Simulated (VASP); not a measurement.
# H4SO (F-43m) in VASP: notebook

H4SO is run at these levels: PBE+D3(BJ); tasks: single point, relaxation of cell and atoms.

All numbers are computed with VASP 6.6.1; they aren't measurements. Logs are shortened: lines on timing, memory, paths and dates and some standing lists are left out, and cuts for length are marked.

## Step 1: The cell of the first run

The structure is cubic, space group F-43m (No. 216). Conventional cell: a = 6.183 Å, b = 6.183 Å, c = 6.183 Å, α = 90.00°, β = 90.00°, γ = 90.00°. H (site symmetry 3m) has 6 H at 2.17 to 2.20 Å and 3 S at 2.56 Å and 3 O at 2.56 Å within 2.9 Å. Within 3.4 Å of S (site symmetry -43m) lie 12 H at 2.56 Å and 4 O at 2.68 Å. O (site symmetry -43m) has 12 H at 2.56 Å and 4 S at 2.68 Å within 3.4 Å.

The cell was generated, and may not be a known phase.

## Step 2: Single point, PBE+D3(BJ), collinear spin, ferromagnetic start

Input file INCAR:

```
SYSTEM = H4SO
  PREC = Accurate
  ENCUT = 520
  EDIFF = 1E-7
  ISMEAR = 0
  SIGMA = 0.1
  LREAL = .False.
  LASPH = .True.
  NELM = 150
  ALGO = Fast
  ISIF = 2
  LWAVE = .False.
  LCHARG = .False.
  ISPIN = 2
  MAGMOM = 0 0 0 0 0 1
  LORBIT = 11
  GGA = PE
  IVDW = 12
  NBANDS = 21
```

Input file KPOINTS:

```
regular mesh
0
Gamma
  6 6 6
  0 0 0
```

Input file POSCAR:

```
H4SO
1.0
    0.0000000000      3.0913985700      3.0913985700
    3.0913985700      0.0000000000      3.0913985700
    3.0913985700      3.0913985700      0.0000000000
H S O
4 1 1
Direct
    0.8772199700      0.3742600100      0.3742600100
    0.3742600100      0.3742600100      0.3742600100
    0.3742600100      0.8772199700      0.3742600100
    0.3742600100      0.3742600100      0.8772199700
    0.0000000000      0.0000000000      0.0000000000
    0.7500000000      0.7500000000      0.7500000000
```

Potentials or basis: VASP PAW PBE potentials, release 64 (H, S, O).

Command:

```sh
$ cat potpaw_PBE.64/H/POTCAR potpaw_PBE.64/S/POTCAR potpaw_PBE.64/O/POTCAR > POTCAR
$ mpirun -np 1 vasp_std > vasp.out
```

OUTCAR:

```text
SYSTEM = H4SO
   PREC = Accurate
   ENCUT = 520
   EDIFF = 1E-7
   ISMEAR = 0
   LREAL = .False.
   LASPH = .True.
   NELM = 150
   ISIF = 2
   ISPIN = 2
   LORBIT = 11
   GGA = PE
   IVDW = 12
 IVDW          = 12

 ion  position               nearest neighbor table
   1  0.877  0.374  0.374-
   2  0.374  0.374  0.374-
   3  0.374  0.877  0.374-
   4  0.374  0.374  0.877-
   5  0.000  0.000  0.000-
   6  0.750  0.750  0.750-

  LATTYP: Found a face centered cubic cell.
 ALAT       =     6.1827971400

  Lattice vectors:

 A1 = (   0.0000000000,   3.0913985700,   3.0913985700)
 A2 = (   3.0913985700,   0.0000000000,   3.0913985700)
 A3 = (   3.0913985700,   3.0913985700,   0.0000000000)

Analysis of symmetry for initial positions (statically):
=====================================================================
 Subroutine PRICEL returns:
 Original cell was already a primitive cell.

 Routine SETGRP: Setting up the symmetry group for a
 face centered cubic supercell.

 Subroutine GETGRP returns: Found 24 space group operations
 (whereof 24 operations were pure point group operations)
 out of a pool of 48 trial point group operations.

The static configuration has the point symmetry T_d .

Analysis of symmetry for dynamics (positions and initial velocities):
=====================================================================
 Subroutine PRICEL returns:
 Original cell was already a primitive cell.

 Routine SETGRP: Setting up the symmetry group for a
 face centered cubic supercell.

 Subroutine GETGRP returns: Found 24 space group operations
 (whereof 24 operations were pure point group operations)
 out of a pool of 48 trial point group operations.

The dynamic configuration has the point symmetry T_d .

Analysis of structural, dynamic, and magnetic symmetry:
=====================================================================
 Subroutine PRICEL returns:
 Original cell was already a primitive cell.

 Routine SETGRP: Setting up the symmetry group for a
 face centered cubic supercell.

 Subroutine GETGRP returns: Found 24 space group operations
 (whereof 24 operations were pure point group operations)
 out of a pool of 48 trial point group operations.

The overall configuration has the point symmetry T_d .

 Subroutine INISYM returns: Found 24 space group operations
 (whereof 24 operations are pure point group operations),
 and found     1 'primitive' translations

----------------------------------------------------------------------------------------

                                     Primitive cell

  volume of cell :      59.0874

  direct lattice vectors                    reciprocal lattice vectors
     0.000000000  3.091398570  3.091398570    -0.161739093  0.161739093  0.161739093
     3.091398570  0.000000000  3.091398570     0.161739093 -0.161739093  0.161739093
     3.091398570  3.091398570  0.000000000     0.161739093  0.161739093 -0.161739093

  length of vectors
     4.371897784  4.371897784  4.371897784     0.280140326  0.280140326  0.280140326

  position of ions in fractional coordinates (direct lattice)
     0.877219970  0.374260010  0.374260010
     0.374260010  0.374260010  0.374260010
     0.374260010  0.877219970  0.374260010
     0.374260010  0.374260010  0.877219970
     0.000000000  0.000000000  0.000000000
     0.750000000  0.750000000  0.750000000

  ion indices of the primitive-cell ions
   primitive index   ion index
                 1           1
                 2           2
                 3           3
                 4           4
                 5           5
                 6           6

----------------------------------------------------------------------------------------

 KPOINTS: regular mesh

Automatic generation of k-mesh.
 Grid dimensions read from file:
 generate k-points for:    6    6    6

 Generating k-lattice:

  Cartesian coordinates                     Fractional coordinates (reciprocal lattice)
    -0.026956515  0.026956515  0.026956515     0.166666667  0.000000000  0.000000000
[... 31 lines left out ...]
 -0.333333  0.500000  0.166667     12.000000
   k-points           NKPTS =     16   k-points in BZ     NKDIM =     16   number of bands    NBANDS=     21
   number of dos      NEDOS =    301   number of ions     NIONS =      6
   total plane-waves  NPLWV =  46656
   dimension x,y,z NGX =    36 NGY =   36 NGZ =   36
   dimension x,y,z NGXF=    72 NGYF=   72 NGZF=   72
   ions per type =               4   1   1
   NGX,Y,Z   is equivalent  to a cutoff of  13.69, 13.69, 13.69 a.u.
   NGXF,Y,Z  is equivalent  to a cutoff of  27.38, 27.38, 27.38 a.u.
 SYSTEM =  H4SO
   PREC   = accura    normal or accurate (medium, high low for compatibility)
   ISTART =      0    job   : 0-new  1-cont  2-samecut
   ICHARG =      2    charge: 1-file 2-atom 10-const
   ISPIN  =      2    spin polarized calculation?
   LNONCOLLINEAR =      F non collinear calculations
   LSORBIT =      F    spin-orbit coupling
   LASPH  =      T    aspherical Exc in radial PAW
   ENCUT  =  520.0 eV  38.22 Ry    6.18 a.u.   8.13  8.13  8.13*2*pi/ulx,y,z
   NELM   =    150;   NELMIN=  2; NELMDL= -5     # of ELM steps
   EDIFF  = 0.1E-06   stopping-criterion for ELM
   LREAL  =      F    real-space projection
   EDIFFG = 0.1E-05   stopping-criterion for IOM
   NSW    =      0    number of steps for IOM
   IBRION =     -1    ionic relax: 0-MD 1-quasi-New 2-CG
   NFREE  =      0    steps in history (QN), initial steepest desc. (CG)
   ISIF   =      2    stress and relaxation
   ISYM   =      2    0-nonsym 1-usesym 2-fastsym
   POTIM  = 0.5000    time-step for ionic-motion
   TEBEG  =    0.0;   TEEND  =   0.0 temperature during run
   PSTRESS=    0.0 pullay stress
   NELECT =      16.0000    total number of electrons
   NUPDOWN=      -1.0000    fix difference up-down
   EMIN   =  10.00;   EMAX   =-10.00  energy-range for DOS
   EFERMI =   0.00;   METHOD = LEGACY
   ISMEAR =     0;   SIGMA  =   0.10  broadening in eV -4-tet -1-fermi 0-gaus
   EFERMI_NEDOS =   21; number of points for ismear=-14 and -15
   IALGO  =     68    algorithm
   IMIX   =      4    mixing-type and parameters
     AMIX     =   0.40;   BMIX     =  1.00
     AMIX_MAG =   1.60;   BMIX_MAG =  1.00
  volume/ion in A,a.u.               =       9.85        66.46
  Fermi-wavevector in a.u.,A,eV,Ry     =   1.059131  2.001468 15.262461  1.121759
  Thomas-Fermi vector in A             =   2.194466
   LORBIT       =     11    0 simple, 1 ext, 2 COOP (PROOUT), +10 PAW based schemes
   GGA     = PE    functional components
   LHFCALC =     F    Hartree Fock is set to
   AEXX    =    0.0000 exact exchange contribution
   IVDW    =    12    specifies the selected vdW correction
   LEPSILON=     F    determine dielectric tensor
   LRPA    =     F    only Hartree local field effects (RPA)
 spin polarized calculation
 RMM-DIIS sequential band-by-band and
 Gauss-broadening in eV      SIGMA  =   0.10
  energy-cutoff  :      520.00
  volume of cell :       59.09
 maximum number of plane-waves:      1639
 NGX is ok and might be reduce to    36
   NGX = 17   NGY = 17   NGZ = 17

 number of electron      15.9999998 magnetization       1.7399835

 Free energy of the ion-electron system (eV)
  ---------------------------------------------------
  ext. energy  EPLUGINS =         0.00000000
  ---------------------------------------------------
  free energy    TOTEN  =       -12.17145675 eV

  energy without entropy =      -12.15995196  energy(sigma->0) =      -12.16570435

 E-fermi :   0.4175     XC(G=0):  -9.2271

 val. band max:        0.4113089108   @ k =  -0.1667   0.1667   0.0000
 cond. band min:       0.4644852524   @ k =   0.1667   0.1667   0.0000
 fundamental gap:      0.0531763416
 Fermi energy:         0.4175304086

 spin component 1

 k-point     1 :       0.0000    0.0000    0.0000
  band No.  band energies     occupation
      1     -17.3254      1.00000
      2     -11.8470      1.00000
      3      -3.4975      1.00000
      4      -2.7313      1.00000
      5      -2.7313      1.00000
      6      -2.7313      1.00000
[... 344 lines left out ...]
      6      -2.4817      1.00000
[... 12 lines left out ...]
     19      15.2146      0.00000
     20      16.1905      0.00000
 Fermi energy:         0.4175304086

 spin component 2

 k-point     1 :       0.0000    0.0000    0.0000
  band No.  band energies     occupation
      1     -15.3470      1.00000
      2     -11.2088      1.00000
      3      -3.4118      1.00000
      4      -1.5003      1.00000
      5      -1.5003      1.00000
      6      -1.5003      1.00000
[... 344 lines left out ...]
      6      -1.2949      1.00000
[... 12 lines left out ...]
     19      15.3517      0.00000
     20      16.4044      0.00000
 [bands above 20 left out]

------------------------ aborting loop because EDIFF is reached ----------------------------------------

 Edisp (eV)   -0.71278

 E8    (eV) :    -0.1818

  FORCE on cell =-STRESS in cart. coord.  units (eV):
  Direction    XX          YY          ZZ          XY          YZ          ZX
  --------------------------------------------------------------------------------------
  -------------------------------------------------------------------------------------
  Total      -7.06554    -7.06554    -7.06554     0.00000     0.00000     0.00000
  in kB    -191.58477  -191.58477  -191.58477     0.00000     0.00000     0.00000
  external pressure =     -191.58 kB  Pullay stress =        0.00 kB

 VOLUME and BASIS-vectors are now :
 -----------------------------------------------------------------------------
  energy-cutoff  :      520.00
  volume of cell :       59.09
      direct lattice vectors                 reciprocal lattice vectors
     0.000000000  3.091398570  3.091398570    -0.161739093  0.161739093  0.161739093
     3.091398570  0.000000000  3.091398570     0.161739093 -0.161739093  0.161739093
     3.091398570  3.091398570  0.000000000     0.161739093  0.161739093 -0.161739093

 POSITION                                       TOTAL-FORCE (eV/Angst)
 -----------------------------------------------------------------------------------
      2.31397      3.86882      3.86882         0.040903     -0.040903     -0.040903
      2.31397      2.31397      2.31397         0.040903      0.040903      0.040903
      3.86882      2.31397      3.86882        -0.040903      0.040903     -0.040903
      3.86882      3.86882      2.31397        -0.040903     -0.040903      0.040903
      0.00000      0.00000      0.00000         0.000000      0.000000      0.000000
      4.63710      4.63710      4.63710         0.000000      0.000000      0.000000
 -----------------------------------------------------------------------------------
    total drift:                               -0.000000     -0.000000      0.000000

  FREE ENERGIE OF THE ION-ELECTRON SYSTEM (eV)
  ---------------------------------------------------
  free  energy   TOTEN  =       -12.8842370425 eV

  energy  without entropy=      -12.8727322522  energy(sigma->0) =      -12.87848465

 total charge

# of ion       s       p       d       tot
------------------------------------------
    1        0.312   0.005   0.000   0.318
    2        0.312   0.005   0.000   0.318
    3        0.312   0.005   0.000   0.318
    4        0.312   0.005   0.000   0.318
    5        1.445   1.935   0.000   3.381
    6        1.625   3.029   0.000   4.654
--------------------------------------------------
tot          4.320   4.985   0.000   9.305

 magnetization (x)

# of ion       s       p       d       tot
------------------------------------------
    1        0.000   0.000   0.000   0.000
    2        0.000   0.000   0.000   0.000
    3        0.000   0.000   0.000   0.000
    4        0.000   0.000   0.000   0.000
    5        0.004   0.278   0.000   0.282
    6        0.012   1.105   0.000   1.117
--------------------------------------------------
tot          0.017   1.384   0.000   1.400
```

Run time: 2.1 min. Hardware: 1 thread of Oxide Virtual Turin-like, shared host; peak memory 0.22 GiB.

What came out:

* Free energy: -12.8842 eV
* Pressure: -19.2 GPa
* Largest force: 0.071 eV/Å
* Net moment: 1.74 μB per cell
* Site moments: H +0.00; S +0.28; O +1.12 μB
* Valence electrons inside the program's atomic spheres: H 0.32; S 3.38; O 4.65
* Dispersion energy per atom: -0.119 eV

Forces in eV/Å, atoms in the order of the input:
```
H    0.041 -0.041 -0.041
H    0.041  0.041  0.041
H   -0.041  0.041 -0.041
H   -0.041 -0.041  0.041
S    0.000  0.000  0.000
O    0.000  0.000  0.000
```

Caveat: the cell stands under tension.

(Continued in part 2 of 2.)
